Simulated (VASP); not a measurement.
# MnSb (P6_3/mmc) in VASP: settings compared

MnSb is run at these levels: PBEsol, PBE, LDA; tasks: single point.

All numbers are computed with VASP 6.6.1; they aren't measurements. Logs are shortened: lines on timing, memory, paths and dates and some standing lists are left out, and cuts for length are marked.

### Step 1. The cell of the first run

Symmetry: P6_3/mmc, No. 194, hexagonal system. The conventional cell has a = 4.177 Å, b = 4.177 Å, c = 5.818 Å, α = 90.00°, β = 90.00°, γ = 120.00°. Sb (site symmetry -6m2) has 6 Mn at 2.82 Å and 6 Sb at 3.78 Å within 3.8 Å. Within 3.7 Å of Mn (site symmetry -3m) lie 6 Sb at 2.82 Å and 2 Mn at 2.91 Å.

### Step 2. Single point, PBEsol, collinear spin, ferromagnetic start

The input, INCAR:

```
SYSTEM = MnSb
ALGO = Normal ; EDIFF = 1E-6
ENCUT = 520 ; GGA = PS
ISIF = 2 ; ISMEAR = -1
ISPIN = 2 ; LASPH = .TRUE.
LCHARG = .TRUE. ; LELF = .TRUE.
LMAXMIX = 4 ; LORBIT = 11
LREAL = .FALSE. ; LVHAR = .TRUE.
LWAVE = .FALSE. ; MAGMOM = 0 0 4 4
NBANDS = 30 ; NELM = 150
PREC = Accurate ; SIGMA = 0.05
```

The input, KPOINTS:

```
k-points
0
G
  7 7 5
  0 0 0
```

The input, POSCAR:

```
MnSb
1.0
    4.1774842447      0.0000000000      0.0000000000
   -2.0887421223      3.6178074798      0.0000000000
    0.0000000000      0.0000000000      5.8182792613
Sb Mn
2 2
Direct
    0.6666666667      0.3333333333      0.7500000000
    0.3333333333      0.6666666667      0.2500000000
    0.0000000000      0.0000000000      0.5000000000
    0.0000000000      0.0000000000      0.0000000000
```

Potentials or basis: VASP PAW PBE potentials, release 64 (Sb, Mn_pv).

Run with:

```console
> cat potpaw_PBE.64/Sb/POTCAR potpaw_PBE.64/Mn_pv/POTCAR > POTCAR
> mpirun -np 1 vasp_std > vasp.out
```

OUTCAR:

```text
SYSTEM = MnSb
   EDIFF = 1E-6
   ENCUT = 520
   GGA = PS
   ISIF = 2
   ISMEAR = -1
   ISPIN = 2
   LASPH = .TRUE.
   LORBIT = 11
   LREAL = .FALSE.
   NELM = 150
   PREC = Accurate

 ion  position               nearest neighbor table
   1  0.667  0.333  0.750-   3 2.82   4 2.82   3 2.82   4 2.82   3 2.82   4 2.82   2 3.78   2 3.78
                             2 3.78   2 3.78   2 3.78   2 3.78
   2  0.333  0.667  0.250-   3 2.82   4 2.82   3 2.82   4 2.82   3 2.82   4 2.82   1 3.78   1 3.78
                             1 3.78   1 3.78   1 3.78   1 3.78
   3  0.000  0.000  0.500-   1 2.82   2 2.82   2 2.82   1 2.82   1 2.82   2 2.82   4 2.91   4 2.91

   4  0.000  0.000  0.000-   1 2.82   2 2.82   2 2.82   1 2.82   1 2.82   2 2.82   3 2.91   3 2.91

  LATTYP: Found a hexagonal cell.
 ALAT       =     4.1774842447
 C/A-ratio  =     1.3927710843

  Lattice vectors:

 A1 = (   4.1774842447,   0.0000000000,   0.0000000000)
 A2 = (  -2.0887421223,   3.6178074798,   0.0000000000)
 A3 = (   0.0000000000,   0.0000000000,   5.8182792613)

Analysis of symmetry for initial positions (statically):
=====================================================================
 Subroutine PRICEL returns:
 Original cell was already a primitive cell.

 Routine SETGRP: Setting up the symmetry group for a
 hexagonal supercell.

 Subroutine GETGRP returns: Found 24 space group operations
 (whereof 12 operations were pure point group operations)
 out of a pool of 24 trial point group operations.

The static configuration has the point symmetry D_3d.
 The point group associated with its full space group is D_6h.

Analysis of symmetry for dynamics (positions and initial velocities):
=====================================================================
 Subroutine PRICEL returns:
 Original cell was already a primitive cell.

 Routine SETGRP: Setting up the symmetry group for a
 hexagonal supercell.

 Subroutine GETGRP returns: Found 24 space group operations
 (whereof 12 operations were pure point group operations)
 out of a pool of 24 trial point group operations.

The dynamic configuration has the point symmetry D_3d.
 The point group associated with its full space group is D_6h.

Analysis of structural, dynamic, and magnetic symmetry:
=====================================================================
 Subroutine PRICEL returns:
 Original cell was already a primitive cell.

 Routine SETGRP: Setting up the symmetry group for a
 hexagonal supercell.

 Subroutine GETGRP returns: Found 24 space group operations
 (whereof 12 operations were pure point group operations)
[... 134 lines left out ...]
   IVDW    =     0    specifies the selected vdW correction
   LEPSILON=     F    determine dielectric tensor
   LRPA    =     F    only Hartree local field effects (RPA)
 spin polarized calculation
  energy-cutoff  :      520.00
  volume of cell :       87.93
 maximum number of plane-waves:      2392
 NGX is ok and might be reduce to    32
   NGX = 15   NGY = 15   NGZ = 21

 number of electron      35.9999990 magnetization       6.8183458

 Free energy of the ion-electron system (eV)
  ---------------------------------------------------
  ext. energy  EPLUGINS =         0.00000000
  ---------------------------------------------------
  free energy    TOTEN  =       -28.15046709 eV

  energy without entropy =      -28.13046660  energy(sigma->0) =      -28.14046684

 E-fermi :   7.2612     XC(G=0): -10.6474

 val. band max:        7.2500543935   @ k =   0.2857   0.2857   0.2000
 cond. band min:       7.2640420822   @ k =   0.2857  -0.0000   0.0000
 fundamental gap:      0.0139876887
 Fermi energy:         7.2612175474

 spin component 1

 k-point     1 :       0.0000    0.0000    0.0000
  band No.  band energies     occupation
      1     -42.5325      1.00000
      2     -42.5325      1.00000
      3     -42.5255      1.00000
      4     -42.5255      1.00000
      5     -42.3267      1.00000
      6     -42.2520      1.00000
[... 781 lines left out ...]
     29      14.6375      0.00000
     30      14.9308      0.00000
 Fermi energy:         7.2612175474

 spin component 2

 k-point     1 :       0.0000    0.0000    0.0000
  band No.  band energies     occupation
      1     -38.8938      1.00000
      2     -38.8938      1.00000
      3     -38.8853      1.00000
      4     -38.8853      1.00000
      5     -38.8350      1.00000
      6     -38.7465      1.00000
[... 781 lines left out ...]
     29      15.0384      0.00000
     30      15.3899      0.00000

------------------------ aborting loop because EDIFF is reached ----------------------------------------

  FORCE on cell =-STRESS in cart. coord.  units (eV):
  Direction    XX          YY          ZZ          XY          YZ          ZX
  --------------------------------------------------------------------------------------
  -------------------------------------------------------------------------------------
  Total       -4.0769619     -4.0769619     -4.5780707     -0.0000000     -0.0000000     -0.0000000
  in kB      -74.2835073    -74.2835073    -83.4138651     -0.0000000     -0.0000000     -0.0000000
  external PRESSURE =     -77.3269599 kB  Pullay stress =       0.0000000 kB

 VOLUME and BASIS-vectors are now :
 -----------------------------------------------------------------------------
  energy-cutoff  :      520.00
  volume of cell :       87.93
      direct lattice vectors                 reciprocal lattice vectors
     4.177484245  0.000000000  0.000000000     0.239378521  0.138205254  0.000000000
    -2.088742122  3.617807480  0.000000000     0.000000000  0.276410507  0.000000000
     0.000000000  0.000000000  5.818279261     0.000000000  0.000000000  0.171872121

 POSITION                                       TOTAL-FORCE (eV/Angst)
 -----------------------------------------------------------------------------------
      2.08874      1.20594      4.36371        -0.000000     -0.000000      0.000000
     -0.00000      2.41187      1.45457         0.000000      0.000000      0.000000
      0.00000      0.00000      2.90914        -0.000000     -0.000000      0.000000
      0.00000      0.00000      0.00000        -0.000000     -0.000000      0.000000
 -----------------------------------------------------------------------------------
    total drift:                                0.000000     -0.000000      0.000000

  FREE ENERGIE OF THE ION-ELECTRON SYSTEM (eV)
  ---------------------------------------------------
  free  energy   TOTEN  =       -28.1504670899 eV

  energy  without entropy=      -28.1304665972  energy(sigma->0) =      -28.14046684

 total charge

# of ion       s       p       d       tot
------------------------------------------
    1        1.146   1.249   0.038   2.434
    2        1.146   1.249   0.038   2.434
    3        0.273   6.203   5.019  11.494
    4        0.273   6.203   5.019  11.494
--------------------------------------------------
tot          2.838  14.904  10.114  27.856

 magnetization (x)

# of ion       s       p       d       tot
------------------------------------------
    1        0.012  -0.143   0.006  -0.126
    2        0.012  -0.143   0.006  -0.126
    3        0.036   0.025   3.381   3.443
    4        0.036   0.025   3.381   3.443
--------------------------------------------------
tot          0.096  -0.236   6.774   6.634
```

OSZICAR:

```text
N       E                     dE             d eps       ncg     rms          rms(c)
DAV:   1     0.311783496480E+03    0.31178E+03   -0.18861E+04  3208   0.120E+03
DAV:   2    -0.133834254599E+02   -0.32517E+03   -0.31172E+03  3030   0.339E+02
DAV:   3    -0.300623568685E+02   -0.16679E+02   -0.16270E+02  3342   0.861E+01
DAV:   4    -0.303879824698E+02   -0.32563E+00   -0.32514E+00  3198   0.117E+01
DAV:   5    -0.303949037583E+02   -0.69213E-02   -0.69211E-02  3306   0.193E+00    0.155E+01
DAV:   6    -0.317220939208E+02   -0.13272E+01   -0.26395E+01  3114   0.499E+01    0.218E+01
DAV:   7    -0.280594819967E+02    0.36626E+01   -0.11626E+01  3146   0.360E+01    0.589E+00
DAV:   8    -0.281543517002E+02   -0.94870E-01   -0.58623E-01  3120   0.445E+00    0.267E+00
DAV:   9    -0.281472123689E+02    0.71393E-02   -0.14738E-01  3158   0.290E+00    0.131E+00
DAV:  10    -0.281490106571E+02   -0.17983E-02   -0.14487E-02  3196   0.753E-01    0.751E-01
DAV:  11    -0.281502408276E+02   -0.12302E-02   -0.27757E-03  3172   0.439E-01    0.300E-01
DAV:  12    -0.281504526877E+02   -0.21186E-03   -0.89155E-04  3288   0.229E-01    0.975E-02
DAV:  13    -0.281504631312E+02   -0.10444E-04   -0.13335E-04  3186   0.793E-02    0.457E-02
DAV:  14    -0.281504672965E+02   -0.41652E-05   -0.18822E-05  3108   0.273E-02    0.187E-02
DAV:  15    -0.281504670899E+02    0.20658E-06   -0.12700E-06  2132   0.965E-03
   1 F= -.28150467E+02 E0= -.28140467E+02  d E =-.200005E-01  mag=     6.8183
```

Wall time 77 s (1 thread of AMD EPYC 9R45 (Zen 5), shared host); peak memory 0.27 GiB.

What came out:

* Free energy: -28.1505 eV
* Pressure: -7.7 GPa
* Net moment: 6.82 μB per cell
* Site moments: Sb -0.13; Mn +3.44 μB
* Valence electrons inside the program's atomic spheres: Sb 2.43; Mn 11.49

Stress tensor (GPa, compression positive):
```
-7.43  0.00  0.00
 0.00 -7.43  0.00
 0.00  0.00 -8.34
```

Caveat: the cell stands under tension; the PAW data sets were made with another functional, which shifts forces and pressure a little; spin-orbit coupling is left out, which moves the levels of the heavy elements; the run started ferromagnetic, and an antiferromagnetic order may lie lower in energy.

[end of part 1 of 2]
